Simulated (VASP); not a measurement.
# CdF2 (Fm-3m) in VASP: a series of runs

CdF2 is run at these levels: PBE; tasks: single point, relaxation of cell and atoms.

All numbers are computed with VASP 6.6.1; they aren't measurements. Logs are shortened: lines on timing, memory, paths and dates and some standing lists are left out, and cuts for length are marked.

**1. The cell of the first run**

The structure is cubic, space group Fm-3m (No. 225). Conventional cell: a = 5.481 Å, b = 5.481 Å, c = 5.481 Å, α = 90.00°, β = 90.00°, γ = 90.00°. Within 3.1 Å of Cd (site symmetry m-3m) lie 8 F at 2.37 Å. Within 3.1 Å of F (site symmetry -43m) lie 4 Cd at 2.37 Å and 6 F at 2.74 Å.

**2. Single point, PBE**

File INCAR:

```
SYSTEM = CdF2
PREC = Accurate
ENCUT = 520
EDIFF = 1E-6
ISMEAR = 0
SIGMA = 0.02
LREAL = .False.
LASPH = .True.
NELM = 100
ALGO = Normal
ISIF = 2
LWAVE = .False.
LCHARG = .False.
GGA = PE
NBANDS = 20
```

File KPOINTS:

```
regular mesh
0
Gamma
  8 8 8
  0 0 0
```

File POSCAR:

```
CdF2
1.0
    0.0000000000      2.7406214937      2.7406214937
    2.7406214937      0.0000000000      2.7406214937
    2.7406214937      2.7406214937      0.0000000000
Cd F
1 2
Direct
    0.0000000000      0.0000000000      0.0000000000
    0.2500000000      0.2500000000      0.2500000000
    0.7500000000      0.7500000000      0.7500000000
```

Potentials or basis: VASP PAW PBE potentials, release 64 (Cd, F).

On the command line:

```console
cat potpaw_PBE.64/Cd/POTCAR potpaw_PBE.64/F/POTCAR > POTCAR
mpirun -np 1 vasp_std > vasp.out
```

OUTCAR:

```text
SYSTEM = CdF2
   PREC = Accurate
   ENCUT = 520
   EDIFF = 1E-6
   ISMEAR = 0
   LREAL = .False.
   LASPH = .True.
   NELM = 100
   ISIF = 2
   GGA = PE

 ion  position               nearest neighbor table
   1  0.000  0.000  0.000-   3 2.37   3 2.37   3 2.37   2 2.37   2 2.37   2 2.37   3 2.37   2 2.37

   2  0.250  0.250  0.250-   1 2.37   1 2.37   1 2.37   1 2.37
   3  0.750  0.750  0.750-   1 2.37   1 2.37   1 2.37   1 2.37

  LATTYP: Found a face centered cubic cell.
 ALAT       =     5.4812429874

  Lattice vectors:

 A1 = (   0.0000000000,   2.7406214937,   2.7406214937)
 A2 = (   2.7406214937,   0.0000000000,   2.7406214937)
 A3 = (   2.7406214937,   2.7406214937,   0.0000000000)

Analysis of symmetry for initial positions (statically):
=====================================================================
 Subroutine PRICEL returns:
 Original cell was already a primitive cell.

 Routine SETGRP: Setting up the symmetry group for a
 face centered cubic supercell.

 Subroutine GETGRP returns: Found 48 space group operations
 (whereof 48 operations were pure point group operations)
 out of a pool of 48 trial point group operations.

The static configuration has the point symmetry O_h .

Analysis of symmetry for dynamics (positions and initial velocities):
=====================================================================
 Subroutine PRICEL returns:
 Original cell was already a primitive cell.

 Routine SETGRP: Setting up the symmetry group for a
 face centered cubic supercell.

 Subroutine GETGRP returns: Found 48 space group operations
 (whereof 48 operations were pure point group operations)
 out of a pool of 48 trial point group operations.

The dynamic configuration has the point symmetry O_h .

 Subroutine INISYM returns: Found 48 space group operations
 (whereof 48 operations are pure point group operations),
 and found     1 'primitive' translations

----------------------------------------------------------------------------------------

                                     Primitive cell

  volume of cell :      41.1696

  direct lattice vectors                    reciprocal lattice vectors
     0.000000000  2.740621494  2.740621494    -0.182440370  0.182440370  0.182440370
     2.740621494  0.000000000  2.740621494     0.182440370 -0.182440370  0.182440370
     2.740621494  2.740621494  0.000000000     0.182440370  0.182440370 -0.182440370

  length of vectors
     3.875824086  3.875824086  3.875824086     0.315995991  0.315995991  0.315995991

  position of ions in fractional coordinates (direct lattice)
     0.000000000  0.000000000  0.000000000
     0.250000000  0.250000000  0.250000000
     0.750000000  0.750000000  0.750000000

  ion indices of the primitive-cell ions
   primitive index   ion index
                 1           1
                 2           2
                 3           3

----------------------------------------------------------------------------------------

 KPOINTS: regular mesh

Automatic generation of k-mesh.
 Grid dimensions read from file:
 generate k-points for:    8    8    8

 Generating k-lattice:

  Cartesian coordinates                     Fractional coordinates (reciprocal lattice)
    -0.022805046  0.022805046  0.022805046     0.125000000  0.000000000  0.000000000
     0.022805046 -0.022805046  0.022805046     0.000000000  0.125000000  0.000000000
     0.022805046  0.022805046 -0.022805046     0.000000000  0.000000000  0.125000000

  Length of vectors
     0.039499499  0.039499499  0.039499499

  Shift w.r.t. Gamma in fractional coordinates (k-lattice)
     0.000000000  0.000000000  0.000000000

 Subroutine IBZKPT returns following result:
 ===========================================

 Found     29 irreducible k-points:

 Following reciprocal coordinates:
            Coordinates               Weight
  0.000000  0.000000  0.000000      1.000000
  0.125000  0.000000  0.000000      8.000000
  0.250000  0.000000  0.000000      8.000000
  0.375000  0.000000  0.000000      8.000000
  0.500000  0.000000  0.000000      4.000000
  0.125000  0.125000  0.000000      6.000000
[... 16 lines left out ...]
  0.500000  0.250000  0.125000     48.000000
 -0.375000  0.250000  0.125000     24.000000
 [... further k-points ...]
   k-points           NKPTS =     29   k-points in BZ     NKDIM =     29   number of bands    NBANDS=     20
   number of dos      NEDOS =    301   number of ions     NIONS =      3
   total plane-waves  NPLWV =  27000
   dimension x,y,z NGX =    30 NGY =   30 NGZ =   30
   dimension x,y,z NGXF=    60 NGYF=   60 NGZF=   60
   ions per type =               1   2
   NGX,Y,Z   is equivalent  to a cutoff of  12.87, 12.87, 12.87 a.u.
   NGXF,Y,Z  is equivalent  to a cutoff of  25.74, 25.74, 25.74 a.u.
 SYSTEM =  CdF2
   PREC   = accura    normal or accurate (medium, high low for compatibility)
   ISTART =      0    job   : 0-new  1-cont  2-samecut
   ICHARG =      2    charge: 1-file 2-atom 10-const
   ISPIN  =      1    spin polarized calculation?
   LNONCOLLINEAR =      F non collinear calculations
   LSORBIT =      F    spin-orbit coupling
   LASPH  =      T    aspherical Exc in radial PAW
   ENCUT  =  520.0 eV  38.22 Ry    6.18 a.u.   7.21  7.21  7.21*2*pi/ulx,y,z
   NELM   =    100;   NELMIN=  2; NELMDL= -5     # of ELM steps
   EDIFF  = 0.1E-05   stopping-criterion for ELM
   LREAL  =      F    real-space projection
   EDIFFG = 0.1E-04   stopping-criterion for IOM
   NSW    =      0    number of steps for IOM
   IBRION =     -1    ionic relax: 0-MD 1-quasi-New 2-CG
   NFREE  =      0    steps in history (QN), initial steepest desc. (CG)
   ISIF   =      2    stress and relaxation
   ISYM   =      2    0-nonsym 1-usesym 2-fastsym
   POTIM  = 0.5000    time-step for ionic-motion
   TEBEG  =    0.0;   TEEND  =   0.0 temperature during run
   PSTRESS=    0.0 pullay stress
   NELECT =      26.0000    total number of electrons
   NUPDOWN=      -1.0000    fix difference up-down
   EMIN   =  10.00;   EMAX   =-10.00  energy-range for DOS
   EFERMI =   0.00;   METHOD = LEGACY
   ISMEAR =     0;   SIGMA  =   0.02  broadening in eV -4-tet -1-fermi 0-gaus
   EFERMI_NEDOS =   21; number of points for ismear=-14 and -15
   IALGO  =     38    algorithm
   IMIX   =      4    mixing-type and parameters
     AMIX     =   0.40;   BMIX     =  1.00
     AMIX_MAG =   1.60;   BMIX_MAG =  1.00
  volume/ion in A,a.u.               =      13.72        92.61
  Fermi-wavevector in a.u.,A,eV,Ry     =   1.404560  2.654233 26.841412  1.972788
  Thomas-Fermi vector in A             =   2.527109
   LORBIT       =      0    0 simple, 1 ext, 2 COOP (PROOUT), +10 PAW based schemes
   GGA     = PE    functional components
   LHFCALC =     F    Hartree Fock is set to
   AEXX    =    0.0000 exact exchange contribution
   IVDW    =     0    specifies the selected vdW correction
   LEPSILON=     F    determine dielectric tensor
   LRPA    =     F    only Hartree local field effects (RPA)
 non-spin polarized calculation
 Gauss-broadening in eV      SIGMA  =   0.02
  energy-cutoff  :      520.00
  volume of cell :       41.17
 maximum number of plane-waves:      1124
 NGX is ok and might be reduce to    30
   NGX = 15   NGY = 15   NGZ = 15

 number of electron      25.9999995 magnetization

 Free energy of the ion-electron system (eV)
  ---------------------------------------------------
  ext. energy  EPLUGINS =         0.00000000
  ---------------------------------------------------
  free energy    TOTEN  =       -10.90521630 eV

  energy without entropy =      -10.90521630  energy(sigma->0) =      -10.90521630

 E-fermi :  -1.4776     XC(G=0): -10.1350

 val. band max:       -1.6839176002   @ k =  -0.2500   0.5000   0.2500
 cond. band min:       1.2025702180   @ k =   0.0000   0.0000   0.0000
 fundamental gap:      2.8864878183
 Fermi energy:        -1.4775943759

 k-point     1 :       0.0000    0.0000    0.0000
  band No.  band energies     occupation
      1     -22.2161      2.00000
      2     -21.2482      2.00000
      3      -7.1644      2.00000
      4      -7.1644      2.00000
      5      -7.1644      2.00000
      6      -6.1692      2.00000
[... 12 lines left out ...]
     19      17.8403      0.00000
     20      17.8403      0.00000

 k-point     2 :       0.1250    0.0000    0.0000
  band No.  band energies     occupation
      1     -22.1738      2.00000
      2     -21.2870      2.00000
      3      -7.1133      2.00000
      4      -7.1133      2.00000
      5      -7.0203      2.00000
      6      -6.1826      2.00000
[... 12 lines left out ...]
     19      17.4290      0.00000
     20      17.4290      0.00000

 k-point     3 :       0.2500    0.0000    0.0000
  band No.  band energies     occupation
      1     -22.0554      2.00000
      2     -21.3910      2.00000
      3      -6.9971      2.00000
      4      -6.9971      2.00000
      5      -6.6377      2.00000
      6      -6.1916      2.00000
[... 12 lines left out ...]
     19      16.7613      0.00000
     20      17.3517      0.00000

 k-point     4 :       0.3750    0.0000    0.0000
  band No.  band energies     occupation
      1     -21.8925      2.00000
      2     -21.5379      2.00000
      3      -6.9044      2.00000
      4      -6.9044      2.00000
      5      -6.1763      2.00000
      6      -6.1482      2.00000
[... 12 lines left out ...]
     19      16.2977      0.00000
     20      16.9418      0.00000

 k-point     5 :       0.5000    0.0000    0.0000
  band No.  band energies     occupation
      1     -21.7418      2.00000
      2     -21.6810      2.00000
      3      -6.8773      2.00000
      4      -6.8773      2.00000
      5      -6.1074      2.00000
      6      -6.1074      2.00000
[... 12 lines left out ...]
     19      16.1380      0.00000
     20      16.6282      0.00000
[... 353 lines left out ...]
      6      -6.0703      2.00000
[... 12 lines left out ...]
     19      17.2487      0.00000
     20      19.4931      0.00000

 k-point    22 :       0.3750    0.2500    0.1250
  band No.  band energies     occupation
      1     -21.9734      2.00000
      2     -21.4567      2.00000
      3      -6.8658      2.00000
      4      -6.8421      2.00000
      5      -6.4243      2.00000
      6      -6.3686      2.00000
[... 12 lines left out ...]
     19      17.4027      0.00000
     20      19.5805      0.00000

 k-point    23 :       0.5000    0.2500    0.1250
  band No.  band energies     occupation
      1     -21.8423      2.00000
      2     -21.5702      2.00000
      3      -6.7846      2.00000
      4      -6.7163      2.00000
      5      -6.3356      2.00000
      6      -6.1518      2.00000
[... 12 lines left out ...]
     19      16.8620      0.00000
     20      19.6951      0.00000

 k-point    24 :      -0.3750    0.2500    0.1250
  band No.  band energies     occupation
      1     -21.7176      2.00000
      2     -21.6871      2.00000
      3      -6.7589      2.00000
      4      -6.6838      2.00000
      5      -6.1951      2.00000
      6      -6.1856      2.00000
[... 12 lines left out ...]
     19      16.6573      0.00000
     20      20.1542      0.00000

 [... further k-points ...]

------------------------ aborting loop because EDIFF is reached ----------------------------------------

  FORCE on cell =-STRESS in cart. coord.  units (eV):
  Direction    XX          YY          ZZ          XY          YZ          ZX
  --------------------------------------------------------------------------------------
  -------------------------------------------------------------------------------------
  Total        0.1417703      0.1417703      0.1417703     -0.0000000      0.0000000     -0.0000000
  in kB        5.5172008      5.5172008      5.5172008     -0.0000000      0.0000000     -0.0000000
  external PRESSURE =       5.5172008 kB  Pullay stress =       0.0000000 kB

 VOLUME and BASIS-vectors are now :
 -----------------------------------------------------------------------------
  energy-cutoff  :      520.00
  volume of cell :       41.17
      direct lattice vectors                 reciprocal lattice vectors
     0.000000000  2.740621494  2.740621494    -0.182440370  0.182440370  0.182440370
     2.740621494  0.000000000  2.740621494     0.182440370 -0.182440370  0.182440370
     2.740621494  2.740621494  0.000000000     0.182440370  0.182440370 -0.182440370

 POSITION                                       TOTAL-FORCE (eV/Angst)
 -----------------------------------------------------------------------------------
      0.00000      0.00000      0.00000         0.000000     -0.000000     -0.000000
      1.37031      1.37031      1.37031        -0.000000      0.000000      0.000000
      4.11093      4.11093      4.11093        -0.000000     -0.000000      0.000000
 -----------------------------------------------------------------------------------
    total drift:                                0.000000     -0.000000      0.000000

  FREE ENERGIE OF THE ION-ELECTRON SYSTEM (eV)
  ---------------------------------------------------
  free  energy   TOTEN  =       -10.9052163027 eV

  energy  without entropy=      -10.9052163027  energy(sigma->0) =      -10.90521630
```

It took 38 s on 1 thread of Intel Xeon 8259CL, shared host; peak memory 0.18 GiB.

Results:

```yaml
Free_energy: -10.9052 eV
Pressure: 0.6 GPa
Band_gap_on_the_k_mesh: 2.89 eV (least direct gap 3.44 eV)
```

A k mesh can miss the band edges.

**3. Relaxation of cell and atoms, PBE**

This run uses another cell than the first one, of 13.45 Å³/atom.

File INCAR:

```
PREC = Accurate
ENCUT = 600
EDIFF = 1E-6
ISMEAR = 0
SIGMA = 0.02
LREAL = F
LASPH = T
NELM = 60
ALGO = Normal
ISIF = 3
LWAVE = F
LCHARG = F
GGA = PE
IBRION = 2
NSW = 70
EDIFFG = -0.005
```

File KPOINTS:

```
Automatic mesh
0
Gamma
  8 8 8
```

File POSCAR:

```
CdF2
1.0
    0.0000000000      2.7222408726      2.7222408726
    2.7222408726      0.0000000000      2.7222408726
    2.7222408726      2.7222408726      0.0000000000
Cd F
1 2
Direct
    0.0000000000      0.0000000000      0.0000000000
    0.2500000000      0.2500000000      0.2500000000
    0.7500000000      0.7500000000      0.7500000000
```

Potentials or basis: VASP PAW PBE potentials, release 64 (Cd, F).

On the command line:

```console
cat potpaw_PBE.64/Cd/POTCAR potpaw_PBE.64/F/POTCAR > POTCAR
mpirun -np 1 vasp_std > vasp.out
```

Run time: 79 s. Hardware: 1 thread of Intel Xeon 8259CL, shared host; peak memory 0.2 GiB.

Results (log left out):

| Property | Result |
| --- | --- |
| Free energy | -10.9064 eV |
| Relaxed volume | 13.78 Å³/atom |
| Relaxed cell | a = 3.881 Å, b = 3.881 Å, c = 3.881 Å, α = 60.00°, β = 60.00°, γ = 60.00° |
| Space group after relaxing (to 0.1 Å) | Fm-3m (No. 225) |
| Energy gained by relaxing | 2.4 meV/atom |
| Ionic steps | 3 |
| Pressure after relaxing | 0.0 GPa |
| Band gap on the k mesh | 2.87 eV (least direct gap 3.43 eV) |

The path:
```tsv
step	energy change (eV)	largest force (eV/Å)	pressure (GPa)	volume (Å³)
1	0.0000	0.0000	2.44	40.35
2	-0.0070	0.0000	-0.46	41.55
3	-0.0073	0.0000	0.01	41.34
```

Final structure:
```
Cd F
1.0
     0.00000    2.74442    2.74442
     2.74442    0.00000    2.74442
     2.74442    2.74442    0.00000
Cd F
1 2
Cartesian
  0.0000 0.0000 0.0000
  1.3722 1.3722 1.3722
  4.1166 4.1166 4.1166
```

Levels at points of the mesh, in eV from the valence-band top:
| k point | band 10 | band 11 | band 12 | band 13 | band 14 | band 15 | band 16 | band 17 |
| --- | --- | --- | --- | --- | --- | --- | --- | --- |
| (0.00, 0.00, 0.00) | -0.84 | -0.56 | -0.56 | -0.56 | 2.87 | 12.43 | 12.43 | 12.43 |
| (0.50, 0.00, 0.00) | -1.64 | -1.64 | -0.43 | -0.43 | 6.75 | 8.97 | 14.01 | 14.01 |
| (0.50, 0.50, 0.00) | -2.67 | -0.40 | -0.08 | -0.08 | 7.55 | 9.35 | 11.80 | 13.79 |

A k mesh can miss the band edges. Zero-point motion and thermal expansion aren't in these numbers.
